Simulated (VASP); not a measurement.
## Mo: single point with LDA

System: Mo, a slab with vacuum.

```
Mo
1.0
     2.69431    0.00000    0.00000
    -0.89810    2.54022    0.00000
     0.00000    0.00000   24.79960
Mo
5
Direct
  0.00000 0.00000 0.32624
  0.50000 0.50000 0.41083
  0.00000 0.00000 0.50000
  0.50000 0.50000 0.58917
  0.00000 0.00000 0.67376
```

```
Program                : VASP 6.6.1
Task                   : single point
Functional             : LDA
Potentials or basis    : VASP PAW LDA potentials, release 64 (Mo_sv)
Cutoff                 : 520 eV
k mesh                 : 13 × 13 × 1
Occupations            : fermi-dirac, width 0.05 eV
Spin                   : no spin polarisation
Dipole correction      : yes
Electric field (eV/Å)  : -0.1 eV/Å
Further INCAR settings : ALGO = Normal; EDIFF = 1e-06; NBANDS = 43; EFIELD = -0.1
```

```yaml
Largest_force: 0.070 eV/Å
Band_gap_on_the_k_mesh: zero (bands 35 and 36 overlap by 2.35 eV)
```

Forces on the atoms (eV/Å):
```
Mo   0.000  0.000 -0.070
Mo   0.000  0.000  0.025
Mo   0.000  0.000 -0.003
Mo   0.000  0.000 -0.015
Mo   0.000  0.000  0.064
```

Levels at points of the mesh, in eV from the Fermi level:
```tsv
k point	band 33	band 34	band 35	band 36	band 37	band 38
(0.00, 0.00, 0.00)	-1.37	-1.27	-0.92	-0.42	0.55	1.08
```

Wall time 7.5 min on 1 thread of Intel(R) Xeon(R) 6975P-C (Granite Rapids) (shared host), peak memory 0.37 GiB.
